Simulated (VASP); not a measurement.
# P (Pm-3m) in VASP: further runs, part 2 of 2

VASP 6.6.1. Earlier steps stand in the parts before.

## (4) Relaxation of cell and atoms, PBE

Input file INCAR:

```
PREC     = Accurate       # precision mode
ENCUT    = 600            # plane-wave cutoff, eV
EDIFF    = 1E-7           # SCF threshold, eV
ISMEAR   = 0              # smearing method
SIGMA    = 0.1            # smearing width, eV
LREAL    = F              # projectors in reciprocal space
LASPH    = T              # aspherical terms in the spheres
NELM     = 100            # most SCF steps
ALGO     = Fast           # electronic algorithm
ISIF     = 3              # what is computed and relaxed
LWAVE    = F              # write WAVECAR
LCHARG   = F              # write CHGCAR
GGA      = PE             # functional
IBRION   = 2              # ionic algorithm
NSW      = 100            # ionic steps
EDIFFG   = -0.01          # ionic threshold
```

Input file KPOINTS:

```
Automatic mesh
0
Gamma
  22 22 22
```

Input file POSCAR:

```
P
1.0
    2.4436572973      0.0000000000      0.0000000000
    0.0000000000      2.4436572973      0.0000000000
    0.0000000000      0.0000000000      2.4436572973
P
1
Direct
    0.0000000000      0.0000000000      0.0000000000
```

Potentials or basis: VASP PAW PBE potentials, release 64 (P).

The run is started by

```
$ cat potpaw_PBE.64/P/POTCAR > POTCAR
$ mpirun -np 1 vasp_std > vasp.out
```

OUTCAR:

```text
PREC = Accurate
   ENCUT = 600
   EDIFF = 1E-7
   ISMEAR = 0
   LREAL = F
   LASPH = T
   NELM = 100
   ISIF = 3
   GGA = PE
   IBRION = 2
   NSW = 100
   EDIFFG = -0.01

 ion  position               nearest neighbor table
   1  0.000  0.000  0.000-

  LATTYP: Found a simple cubic cell.
 ALAT       =     2.4436572973

  Lattice vectors:

 A1 = (   2.4436572973,   0.0000000000,   0.0000000000)
 A2 = (   0.0000000000,   2.4436572973,   0.0000000000)
 A3 = (   0.0000000000,   0.0000000000,   2.4436572973)

Analysis of symmetry for initial positions (statically):
=====================================================================
 Subroutine PRICEL returns:
 Original cell was already a primitive cell.

 Routine SETGRP: Setting up the symmetry group for a
 simple cubic supercell.

 Subroutine GETGRP returns: Found 48 space group operations
 (whereof 48 operations were pure point group operations)
 out of a pool of 48 trial point group operations.

The static configuration has the point symmetry O_h .

Analysis of symmetry for dynamics (positions and initial velocities):
=====================================================================
 Subroutine PRICEL returns:
 Original cell was already a primitive cell.

 Routine SETGRP: Setting up the symmetry group for a
 simple cubic supercell.

 Subroutine GETGRP returns: Found 48 space group operations
 (whereof 48 operations were pure point group operations)
 out of a pool of 48 trial point group operations.

The dynamic configuration has the point symmetry O_h .

 Subroutine INISYM returns: Found 48 space group operations
 (whereof 48 operations are pure point group operations),
 and found     1 'primitive' translations

----------------------------------------------------------------------------------------

                                     Primitive cell

  volume of cell :      14.5922

  direct lattice vectors                    reciprocal lattice vectors
     2.443657297  0.000000000  0.000000000     0.409222685  0.000000000  0.000000000
     0.000000000  2.443657297  0.000000000     0.000000000  0.409222685  0.000000000
     0.000000000  0.000000000  2.443657297     0.000000000  0.000000000  0.409222685

  length of vectors
     2.443657297  2.443657297  2.443657297     0.409222685  0.409222685  0.409222685

  position of ions in fractional coordinates (direct lattice)
     0.000000000  0.000000000  0.000000000

  ion indices of the primitive-cell ions
   primitive index   ion index
                 1           1

----------------------------------------------------------------------------------------

 KPOINTS: Automatic mesh

Automatic generation of k-mesh.
 Grid dimensions read from file:
 generate k-points for:   22   22   22

 Generating k-lattice:

[... 90 lines left out ...]
   LEPSILON=     F    determine dielectric tensor
   LRPA    =     F    only Hartree local field effects (RPA)
 conjugate gradient relaxation of ions
 non-spin polarized calculation
 RMM-DIIS sequential band-by-band and
 Gauss-broadening in eV      SIGMA  =   0.10
  energy-cutoff  :      600.00
  volume of cell :       14.59
 maximum number of plane-waves:       500
 NGX is ok and might be reduce to    20
   NGX =  9   NGY =  9   NGZ =  9

--------------------------------------- Ionic step        1  -------------------------------------------

 number of electron       5.0000001 magnetization

 Free energy of the ion-electron system (eV)
  ---------------------------------------------------
  ext. energy  EPLUGINS =         0.00000000
  ---------------------------------------------------
  free energy    TOTEN  =        -5.27584520 eV

  energy without entropy =       -5.27466357  energy(sigma->0) =       -5.27525439

------------------------ aborting loop because EDIFF is reached ----------------------------------------

  FORCE on cell =-STRESS in cart. coord.  units (eV):
  Direction    XX          YY          ZZ          XY          YZ          ZX
  --------------------------------------------------------------------------------------
  -------------------------------------------------------------------------------------
  Total       -0.0123420     -0.0123420     -0.0123420      0.0000000      0.0000000      0.0000000
  in kB       -1.3551119     -1.3551119     -1.3551119      0.0000000      0.0000000      0.0000000
  external PRESSURE =      -1.3551119 kB  Pullay stress =       0.0000000 kB

 VOLUME and BASIS-vectors are now :
 -----------------------------------------------------------------------------
  energy-cutoff  :      600.00
  volume of cell :       14.59
      direct lattice vectors                 reciprocal lattice vectors
     2.443657297  0.000000000  0.000000000     0.409222685  0.000000000  0.000000000
     0.000000000  2.443657297  0.000000000     0.000000000  0.409222685  0.000000000
     0.000000000  0.000000000  2.443657297     0.000000000  0.000000000  0.409222685

 POSITION                                       TOTAL-FORCE (eV/Angst)
 -----------------------------------------------------------------------------------
      0.00000      0.00000      0.00000         0.000000      0.000000      0.000000
 -----------------------------------------------------------------------------------
    total drift:                               -0.000000     -0.000000      0.000000

  FREE ENERGIE OF THE ION-ELECTRON SYSTEM (eV)
  ---------------------------------------------------
  free  energy   TOTEN  =        -5.2758451989 eV

  energy  without entropy=       -5.2746635723  energy(sigma->0) =       -5.27525439

--------------------------------------- Ionic step        2  -------------------------------------------

 number of electron       5.0000001 magnetization

 Free energy of the ion-electron system (eV)
  ---------------------------------------------------
  ext. energy  EPLUGINS =         0.00000000
  ---------------------------------------------------
  free energy    TOTEN  =        -5.27585061 eV

  energy without entropy =       -5.27467039  energy(sigma->0) =       -5.27526050

 E-fermi :   9.6009     XC(G=0): -11.2773

 val. band max:        9.5755613796   @ k =   0.4545   0.2727   0.2727
 cond. band min:       9.6508240223   @ k =   0.3182   0.2273   0.1364
 fundamental gap:      0.0752626426
 Fermi energy:         9.6008909069

 k-point     1 :       0.0000    0.0000    0.0000
  band No.  band energies     occupation
      1      -6.8590      2.00000
      2      14.6534      0.00000
      3      14.6534      0.00000
      4      14.6534      0.00000
      5      16.4426      0.00000
      6      16.4426      0.00000
[... 199 lines left out ...]
 k-point    24 :       0.0909    0.0909    0.0000
  band No.  band energies     occupation
      1      -6.4823      2.00000
      2      11.7875      0.00000
      3      12.7225      0.00000
      4      14.9492      0.00000
      5      17.9350      0.00000
      6      19.9777      0.00000

 [... further k-points ...]

------------------------ aborting loop because EDIFF is reached ----------------------------------------

  FORCE on cell =-STRESS in cart. coord.  units (eV):
  Direction    XX          YY          ZZ          XY          YZ          ZX
  --------------------------------------------------------------------------------------
  -------------------------------------------------------------------------------------
  Total        0.0068772      0.0068772      0.0068772      0.0000000      0.0000000      0.0000000
  in kB        0.7564455      0.7564455      0.7564455      0.0000000      0.0000000      0.0000000
  external PRESSURE =       0.7564455 kB  Pullay stress =       0.0000000 kB

 VOLUME and BASIS-vectors are now :
 -----------------------------------------------------------------------------
  energy-cutoff  :      600.00
  volume of cell :       14.57
      direct lattice vectors                 reciprocal lattice vectors
     2.442202317 -0.000000000  0.000000000     0.409466486 -0.000000000  0.000000000
     0.000000000  2.442202317  0.000000000     0.000000000  0.409466486 -0.000000000
    -0.000000000  0.000000000  2.442202317    -0.000000000  0.000000000  0.409466486

 POSITION                                       TOTAL-FORCE (eV/Angst)
 -----------------------------------------------------------------------------------
      0.00000      0.00000      0.00000        -0.000000     -0.000000      0.000000
 -----------------------------------------------------------------------------------
    total drift:                               -0.000000     -0.000000      0.000000

  FREE ENERGIE OF THE ION-ELECTRON SYSTEM (eV)
  ---------------------------------------------------
  free  energy   TOTEN  =        -5.2758506066 eV

  energy  without entropy=       -5.2746703902  energy(sigma->0) =       -5.27526050

 reached required accuracy - stopping structural energy minimisation
```

It took 18 s on 1 thread of Intel Xeon Platinum 8488C (Sapphire Rapids), shared host; peak memory 0.14 GiB.

What came out:

```
Free energy                           : -5.2759 eV
Relaxed volume                        : 14.57 Å³/atom
Relaxed cell                          : a = 2.442 Å, b = 2.442 Å, c = 2.442 Å, α = 90.00°, β = 90.00°, γ = 90.00°
Space group after relaxing (to 0.1 Å) : Pm-3m (No. 221)
Energy gained by relaxing             : 0.0 meV/atom
Ionic steps                           : 2
Pressure after relaxing               : 0.1 GPa
Band gap on the k mesh                : zero (an odd number of electrons rules out a gap without spin polarisation)
```

Final structure:
```cif
data_structure
_symmetry_space_group_name_H-M 'P 1'
_symmetry_Int_Tables_number 1
_cell_length_a 2.4422
_cell_length_b 2.4422
_cell_length_c 2.4422
_cell_angle_alpha 90.000
_cell_angle_beta 90.000
_cell_angle_gamma 90.000
_cell_volume 14.57
loop_
_atom_site_label
_atom_site_type_symbol
_atom_site_fract_x
_atom_site_fract_y
_atom_site_fract_z
_atom_site_occupancy
P1 P 0.00000 0.00000 0.00000 1
```
